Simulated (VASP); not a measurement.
Set up this calculation in VASP 6.6.1, as the native input.

- Task: single point
- Functional: LDA
- Potentials or basis: VASP PAW LDA potentials, release 64 (Co)
- Cutoff: 520 eV
- k mesh: 17 × 17 × 5
- Occupations: fermi-dirac, width 0.05 eV
- Spin: collinear spin, ferromagnetic start
- Starting moments: [1.58, 1.58, 1.6, 1.6] μB
- Dipole correction: no
- Further INCAR settings: ALGO = Normal; EDIFF = 1e-06; NBANDS = 30

The structure of Co lies in POSCAR:

```
Co
1.0
    2.4266411241      0.0000000000      0.0000000000
   -1.2133205621      2.1015328593      0.0000000000
    0.0000000000      0.0000000000      7.8645726951
Co
4
Direct
    1.0000000000      0.0000000000      1.0000000000
    1.0000000000      0.0000000000      0.5000000000
    0.3333333333      0.6666666667      0.2500000000
    0.6666666667      0.3333333333      0.7500000000
```

These files were run (other wordings do the same):

INCAR

```
SYSTEM = Co
ALGO = Normal
EDIFF = 1E-6
ENCUT = 520
ISIF = 2
ISMEAR = -1
ISPIN = 2
LASPH = .True.
LCHARG = .False.
LMAXMIX = 4
LORBIT = 11
LREAL = .False.
LWAVE = .False.
MAGMOM = 1.58 1.58 1.6 1.6
NBANDS = 30
NELM = 150
PREC = Accurate
SIGMA = 0.05
```

KPOINTS

```
k-points
0
Gamma
  17 17 5
  0 0 0
```

Potentials or basis: VASP PAW LDA potentials, release 64 (Co).

The run is started by

```sh
$ cat potpaw_LDA.64/Co/POTCAR > POTCAR
$ mpirun -np 1 vasp_std > vasp.out
```

Results of the run:

| Item | Value |
| --- | --- |
| Pressure | -1.0 GPa |
| Band gap on the k mesh | zero (filled and empty bands overlap) |
| Net moment | 6.02 μB per cell |
| Site moments | Co +1.49, +1.51 (each value once) μB |
| Valence electrons inside the program's atomic spheres | Co 8.45, 8.44 (each value once) |

It took 120 s on 1 thread of Intel(R) Xeon(R) 6975P-C (Granite Rapids), with other jobs on the host, peak memory 0.26 GiB.
